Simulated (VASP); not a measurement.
Te2Mo: single point with RPBE+D3(BJ)

Crystal: Te2Mo.

```
Te Mo
1.0
     3.14065    0.00000    0.00000
    -1.57033    2.71989    0.00000
     0.00000    0.00000   25.14515
Te Mo
8 4
Direct
  0.33333 0.66667 0.45009
  0.33333 0.66667 0.95009
  0.66667 0.33333 0.20009
  0.66667 0.33333 0.70009
  0.66667 0.33333 0.04991
  0.66667 0.33333 0.54991
  0.33333 0.66667 0.29991
  0.33333 0.66667 0.79991
  0.66667 0.33333 0.37500
  0.66667 0.33333 0.87500
  0.33333 0.66667 0.12500
  0.33333 0.66667 0.62500
```

```
Program             : VASP 6.6.1
Task                : single point
Functional          : RPBE
Dispersion          : D3(BJ)
Potentials or basis : VASP PAW PBE potentials, release 64 (Te, Mo_sv)
Cutoff              : 520 eV
k mesh              : 9 × 9 × 1
Occupations         : fermi-dirac, width 0.05 eV
Spin                : no spin polarisation
```

- Pressure: -0.2 GPa
- Largest force: 0.010 eV/Å
- Band gap on the k mesh: zero (band 52 reaches 14.34 eV, above the bottom of band 53 at 13.42 eV)
- Dispersion energy per atom: -4.036 eV

Forces in eV/Å, atoms in the order of the input:
```
Te   0.000  0.000  0.010
Te   0.000  0.000  0.010
Te   0.000  0.000  0.010
Te   0.000  0.000  0.010
Te   0.000  0.000 -0.010
Te   0.000  0.000 -0.010
Te   0.000  0.000 -0.010
Te   0.000  0.000 -0.010
Mo   0.000  0.000  0.000
Mo   0.000  0.000  0.000
Mo   0.000  0.000  0.000
Mo   0.000  0.000  0.000
```

Stress tensor (GPa, compression positive):
```
-0.16  0.00  0.00
 0.00 -0.16  0.00
 0.00  0.00 -0.25
```

Levels at points of the mesh, in eV from the Fermi level:
| k point | band 48 | band 49 | band 50 | band 51 | band 52 | band 53 | band 54 | band 55 | band 56 | band 57 |
| --- | --- | --- | --- | --- | --- | --- | --- | --- | --- | --- |
| (0.00, 0.00, 0.00) | -0.75 | -0.22 | -0.03 | -0.03 | 0.26 | 3.49 | 3.49 | 3.50 | 3.50 | 3.51 |

Run time: 3.4 min on 1 thread of Intel(R) Xeon(R) Platinum 8488C (Sapphire Rapids), with other jobs on the host, peak memory 0.39 GiB.

Caveat: the PAW data sets were made with another functional, which shifts forces and pressure a little; spin-orbit coupling is left out, which moves the levels of the heavy elements; pairwise dispersion overbinds metals, which lowers pressure and volume.
